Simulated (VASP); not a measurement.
# C (Pm-3m) in VASP: single point with LDA

Aim: the single point of C with LDA.

Program: VASP 6.6.1. These are calculated values, not measurements. Logs are shortened: lines on timing, memory, paths and dates and some standing lists are left out, and cuts for length are marked.

### 1 The cell of the first run

Symmetry: Pm-3m, No. 221, cubic system. Conventional cell: a = 1.733 Å, b = 1.733 Å, c = 1.733 Å, α = 90.00°, β = 90.00°, γ = 90.00°. C (site symmetry m-3m) has 6 C at 1.73 Å within 2.3 Å.

### 2 Single point, LDA

Input file INCAR:

```
PREC = Accurate
ENCUT = 520
EDIFF = 1E-6
ISMEAR = -1
SIGMA = 0.13605693000000002
LREAL = F
LASPH = T
NELM = 60
ALGO = Normal
ISIF = 2
LWAVE = F
LCHARG = T
GGA = CA
LELF = T
LVHAR = T
NBANDS = 8
```

Input file KPOINTS:

```
Automatic mesh
0
Gamma
  18 18 18
```

Input file POSCAR:

```
C
1.0
    1.7327002948      0.0000000000      0.0000000000
    0.0000000000      1.7327002948      0.0000000000
    0.0000000000      0.0000000000      1.7327002948
C
1
Direct
    0.0000000000      0.0000000000      0.0000000000
```

Potentials or basis: VASP PAW LDA potentials, release 64 (C).

Run with:

```console
cat potpaw_LDA.64/C/POTCAR > POTCAR
mpirun -np 1 vasp_std > vasp.out
```

OUTCAR:

```text
PREC = Accurate
   ENCUT = 520
   EDIFF = 1E-6
   ISMEAR = -1
   LREAL = F
   LASPH = T
   NELM = 60
   ISIF = 2
   GGA = CA

 ion  position               nearest neighbor table
   1  0.000  0.000  0.000-

  LATTYP: Found a simple cubic cell.
 ALAT       =     1.7327002948

  Lattice vectors:

 A1 = (   1.7327002948,   0.0000000000,   0.0000000000)
 A2 = (   0.0000000000,   1.7327002948,   0.0000000000)
 A3 = (   0.0000000000,   0.0000000000,   1.7327002948)

Analysis of symmetry for initial positions (statically):
=====================================================================
 Subroutine PRICEL returns:
 Original cell was already a primitive cell.

 Routine SETGRP: Setting up the symmetry group for a
 simple cubic supercell.

 Subroutine GETGRP returns: Found 48 space group operations
 (whereof 48 operations were pure point group operations)
 out of a pool of 48 trial point group operations.

The static configuration has the point symmetry O_h .

Analysis of symmetry for dynamics (positions and initial velocities):
=====================================================================
 Subroutine PRICEL returns:
 Original cell was already a primitive cell.

 Routine SETGRP: Setting up the symmetry group for a
 simple cubic supercell.

 Subroutine GETGRP returns: Found 48 space group operations
 (whereof 48 operations were pure point group operations)
 out of a pool of 48 trial point group operations.

The dynamic configuration has the point symmetry O_h .

 Subroutine INISYM returns: Found 48 space group operations
 (whereof 48 operations are pure point group operations),
 and found     1 'primitive' translations

----------------------------------------------------------------------------------------

                                     Primitive cell

  volume of cell :       5.2020

  direct lattice vectors                    reciprocal lattice vectors
     1.732700295  0.000000000  0.000000000     0.577133855  0.000000000  0.000000000
     0.000000000  1.732700295  0.000000000     0.000000000  0.577133855  0.000000000
     0.000000000  0.000000000  1.732700295     0.000000000  0.000000000  0.577133855

  length of vectors
     1.732700295  1.732700295  1.732700295     0.577133855  0.577133855  0.577133855

  position of ions in fractional coordinates (direct lattice)
     0.000000000  0.000000000  0.000000000

  ion indices of the primitive-cell ions
   primitive index   ion index
                 1           1

----------------------------------------------------------------------------------------

 KPOINTS: Automatic mesh

Automatic generation of k-mesh.
 Grid dimensions read from file:
 generate k-points for:   18   18   18

 Generating k-lattice:

  Cartesian coordinates                     Fractional coordinates (reciprocal lattice)
     0.032062992  0.000000000  0.000000000     0.055555556  0.000000000  0.000000000
     0.000000000  0.032062992  0.000000000     0.000000000  0.055555556  0.000000000
     0.000000000  0.000000000  0.032062992     0.000000000  0.000000000  0.055555556

  Length of vectors
     0.032062992  0.032062992  0.032062992

  Shift w.r.t. Gamma in fractional coordinates (k-lattice)
     0.000000000  0.000000000  0.000000000

 Subroutine IBZKPT returns following result:
 ===========================================

 Found    220 irreducible k-points:

 Following reciprocal coordinates:
            Coordinates               Weight
  0.000000  0.000000  0.000000      1.000000
  0.055556  0.000000  0.000000      6.000000
  0.111111  0.000000  0.000000      6.000000
  0.166667  0.000000  0.000000      6.000000
  0.222222  0.000000  0.000000      6.000000
  0.277778  0.000000  0.000000      6.000000
[... 16 lines left out ...]
  0.277778  0.111111  0.000000     24.000000
  0.333333  0.111111  0.000000     24.000000
 [... further k-points ...]
   k-points           NKPTS =    220   k-points in BZ     NKDIM =    220   number of bands    NBANDS=      8
   number of dos      NEDOS =    301   number of ions     NIONS =      1
   total plane-waves  NPLWV =   2744
   dimension x,y,z NGX =    14 NGY =   14 NGZ =   14
   dimension x,y,z NGXF=    28 NGYF=   28 NGZF=   28
   ions per type =               1
   NGX,Y,Z   is equivalent  to a cutoff of  13.43, 13.43, 13.43 a.u.
   NGXF,Y,Z  is equivalent  to a cutoff of  26.86, 26.86, 26.86 a.u.
 SYSTEM =  unknown system
   PREC   = accura    normal or accurate (medium, high low for compatibility)
   ISTART =      0    job   : 0-new  1-cont  2-samecut
   ICHARG =      2    charge: 1-file 2-atom 10-const
   ISPIN  =      1    spin polarized calculation?
   LNONCOLLINEAR =      F non collinear calculations
   LSORBIT =      F    spin-orbit coupling
   LASPH  =      T    aspherical Exc in radial PAW
   ENCUT  =  520.0 eV  38.22 Ry    6.18 a.u.   3.22  3.22  3.22*2*pi/ulx,y,z
   NELM   =     60;   NELMIN=  2; NELMDL= -5     # of ELM steps
   EDIFF  = 0.1E-05   stopping-criterion for ELM
   LREAL  =      F    real-space projection
   EDIFFG = 0.1E-04   stopping-criterion for IOM
   NSW    =      0    number of steps for IOM
   IBRION =     -1    ionic relax: 0-MD 1-quasi-New 2-CG
   NFREE  =      0    steps in history (QN), initial steepest desc. (CG)
   ISIF   =      2    stress and relaxation
   ISYM   =      2    0-nonsym 1-usesym 2-fastsym
   POTIM  = 0.5000    time-step for ionic-motion
   TEBEG  =    0.0;   TEEND  =   0.0 temperature during run
   PSTRESS=    0.0 pullay stress
   NELECT =       4.0000    total number of electrons
   NUPDOWN=      -1.0000    fix difference up-down
   EMIN   =  10.00;   EMAX   =-10.00  energy-range for DOS
   EFERMI =   0.00;   METHOD = LEGACY
   ISMEAR =    -1;   SIGMA  =   0.14  broadening in eV -4-tet -1-fermi 0-gaus
   EFERMI_NEDOS =   21; number of points for ismear=-14 and -15
   IALGO  =     38    algorithm
   IMIX   =      4    mixing-type and parameters
     AMIX     =   0.40;   BMIX     =  1.00
     AMIX_MAG =   1.60;   BMIX_MAG =  1.00
  volume/ion in A,a.u.               =       5.20        35.10
  Fermi-wavevector in a.u.,A,eV,Ry     =   1.499816  2.834242 30.605607  2.249449
  Thomas-Fermi vector in A             =   2.611397
   LORBIT       =      0    0 simple, 1 ext, 2 COOP (PROOUT), +10 PAW based schemes
   GGA     = CA    functional components
   LHFCALC =     F    Hartree Fock is set to
   AEXX    =    0.0000 exact exchange contribution
   IVDW    =     0    specifies the selected vdW correction
   LEPSILON=     F    determine dielectric tensor
   LRPA    =     F    only Hartree local field effects (RPA)
 non-spin polarized calculation
  energy-cutoff  :      520.00
  volume of cell :        5.20
 maximum number of plane-waves:       150
 NGX is ok and might be reduce to    14
   NGX =  7   NGY =  7   NGZ =  7

 number of electron       4.0000001 magnetization

 Free energy of the ion-electron system (eV)
  ---------------------------------------------------
  ext. energy  EPLUGINS =         0.00000000
  ---------------------------------------------------
  free energy    TOTEN  =        -7.49976573 eV

  energy without entropy =       -7.47943581  energy(sigma->0) =       -7.48960077

 E-fermi :  12.3084     XC(G=0): -14.2848

 val. band max:       12.2850808895   @ k =   0.4444   0.3889   0.0556
 cond. band min:      12.3218484987   @ k =   0.5000   0.3889   0.0000
 fundamental gap:      0.0367676092
 Fermi energy:        12.3084034171

 k-point     1 :       0.0000    0.0000    0.0000
  band No.  band energies     occupation
      1     -10.9994      2.00000
      2      21.8123      0.00000
      3      21.8123      0.00000
      4      21.8123      0.00000
      5      38.3816      0.00000
      6      38.3816      0.00000
      7      44.8248      0.00000
      8      70.2954      0.00000

 k-point     2 :       0.0556    0.0000    0.0000
  band No.  band energies     occupation
      1     -10.8735      2.00000
      2      20.8610      0.00000
      3      21.8992      0.00000
      4      21.8992      0.00000
      5      38.5248      0.00000
      6      39.4274      0.00000
      7      44.7917      0.00000
      8      69.5021      0.00000

 k-point     3 :       0.1111    0.0000    0.0000
  band No.  band energies     occupation
      1     -10.4962      2.00000
      2      18.5429      0.00000
      3      22.1543      0.00000
      4      22.1543      0.00000
      5      38.9528      0.00000
      6      41.9224      0.00000
      7      44.7731      0.00000
      8      67.3816      0.00000

 k-point     4 :       0.1667    0.0000    0.0000
  band No.  band energies     occupation
      1      -9.8679      2.00000
      2      15.6393      0.00000
      3      22.5612      0.00000
      4      22.5612      0.00000
      5      39.6601      0.00000
      6      43.7942      0.00000
      7      45.9655      0.00000
      8      64.5576      0.00000

 k-point     5 :       0.2222    0.0000    0.0000
  band No.  band energies     occupation
      1      -8.9897      2.00000
      2      12.5774      0.24332
      3      23.0915      0.00000
      4      23.0915      0.00000
      5      40.6356      0.00000
      6      43.7530      0.00000
      7      49.0751      0.00000
      8      61.5836      0.00000
[... 177 lines left out ...]
 k-point    22 :       0.2222    0.1111    0.0000
  band No.  band energies     occupation
      1      -8.4917      2.00000
      2      12.8136      0.04763
      3      20.4494      0.00000
      4      23.4180      0.00000
      5      42.6438      0.00000
      6      43.2251      0.00000
      7      49.7920      0.00000
      8      59.4403      0.00000

 k-point    23 :       0.2778    0.1111    0.0000
  band No.  band energies     occupation
      1      -7.3691      2.00000
      2       9.8718      2.00000
      3      21.1375      0.00000
      4      24.0130      0.00000
      5      41.7954      0.00000
      6      44.1865      0.00000
      7      52.4762      0.00000
      8      57.1275      0.00000

 k-point    24 :       0.3333    0.1111    0.0000
  band No.  band energies     occupation
      1      -6.0021      2.00000
      2       7.0221      2.00000
      3      21.8845      0.00000
      4      24.6181      0.00000
      5      40.7174      0.00000
      6      45.4508      0.00000
      7      54.1786      0.00000
      8      55.3764      0.00000

 [... further k-points ...]
[... 5 lines left out ...]
  --------------------------------------------------------------------------------------
  -------------------------------------------------------------------------------------
  Total        0.4222661      0.4222661      0.4222661      0.0000000      0.0000000     -0.0000000
  in kB      130.0548269    130.0548269    130.0548269      0.0000000      0.0000000     -0.0000000
  external PRESSURE =     130.0548269 kB  Pullay stress =       0.0000000 kB

 VOLUME and BASIS-vectors are now :
 -----------------------------------------------------------------------------
  energy-cutoff  :      520.00
  volume of cell :        5.20
      direct lattice vectors                 reciprocal lattice vectors
     1.732700295  0.000000000  0.000000000     0.577133855  0.000000000  0.000000000
     0.000000000  1.732700295  0.000000000     0.000000000  0.577133855  0.000000000
     0.000000000  0.000000000  1.732700295     0.000000000  0.000000000  0.577133855

 POSITION                                       TOTAL-FORCE (eV/Angst)
 -----------------------------------------------------------------------------------
      0.00000      0.00000      0.00000         0.000000      0.000000      0.000000
 -----------------------------------------------------------------------------------
    total drift:                               -0.000000     -0.000000     -0.000000

  FREE ENERGIE OF THE ION-ELECTRON SYSTEM (eV)
  ---------------------------------------------------
  free  energy   TOTEN  =        -7.4997657331 eV

  energy  without entropy=       -7.4794358084  energy(sigma->0) =       -7.48960077
```

It took 4.4 s on 1 thread of Intel Xeon 6975P-C, shared host; peak memory 0.11 GiB.

What came out:

```
Free energy            : -7.4998 eV
Pressure               : 13.0 GPa
Band gap on the k mesh : zero (band 2 reaches 21.81 eV, above the bottom of band 3 at 9.93 eV)
```

Levels at points of the mesh, in eV from the Fermi level:
```tsv
k point	band 1	band 2	band 3	band 4	band 5	band 6
(0.00, 0.00, 0.00)	-23.31	9.50	9.50	9.50	26.07	26.07
(0.50, 0.00, 0.00)	-13.36	-13.12	13.06	13.06	30.33	34.39
(0.50, 0.50, 0.00)	-6.78	-6.78	-2.38	7.62	15.93	42.98
(0.50, 0.50, 0.50)	-1.37	-1.37	-1.37	10.08	17.49	17.49
```
